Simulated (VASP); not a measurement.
Set up this calculation in VASP 6.6.1, as the native input.

| Item | Value |
| --- | --- |
| Task | single point |
| Functional | LDA |
| Potentials or basis | VASP PAW LDA potentials, release 64 (In_d, Cu) |
| Cutoff | 600 eV |
| k mesh | 6 × 6 × 5 |
| Occupations | methfessel-paxton, width 0.1 eV |
| Spin | no spin polarisation |
| Dipole correction | no |
| Further INCAR settings | ALGO = Normal; EDIFF = 1e-06; NBANDS = 44 |

The structure of InCu2 lies in POSCAR:

```
InCu2
1.0
    4.1765881964      0.0000000000      0.0000000000
   -2.0882940982      3.6170315848      0.0000000000
    0.0000000000      0.0000000000      5.0893628098
In Cu
2 4
Direct
    0.3333333333      0.6666666667      0.7500000000
    0.6666666667      0.3333333333      0.2500000000
    0.3333333333      0.6666666667      0.2500000000
    0.6666666667      0.3333333333      0.7500000000
    0.0000000000      0.0000000000      0.0000000000
    0.0000000000      0.0000000000      0.5000000000
```

The input as run:

INCAR

```
SYSTEM = InCu2
  PREC = Accurate
  ENCUT = 600
  EDIFF = 1E-6
  ISMEAR = 1
  SIGMA = 0.1
  LREAL = .FALSE.
  LASPH = .TRUE.
  NELM = 120
  ALGO = Normal
  ISIF = 2
  LWAVE = .FALSE.
  LCHARG = .FALSE.
  NBANDS = 44
  GGA_COMPAT = .FALSE.
```

KPOINTS

```
regular mesh
0
G
  6 6 5
  0 0 0
```

Potentials or basis: VASP PAW LDA potentials, release 64 (In_d, Cu).

Launch:

```sh
$ cat potpaw_LDA.64/In_d/POTCAR potpaw_LDA.64/Cu/POTCAR > POTCAR
$ mpirun -np 1 vasp_std > vasp.out
```

Results of the run:

```
Pressure               : 17.2 GPa
Band gap on the k mesh : zero (band 35 reaches 13.71 eV, above the bottom of band 36 at 8.77 eV)
```

Caveat: spin-orbit coupling is left out, which moves the levels of the heavy elements.

Wall time 100 s on 1 thread of Intel(R) Xeon(R) 6975P-C (Granite Rapids), on a shared host, peak memory 0.22 GiB.
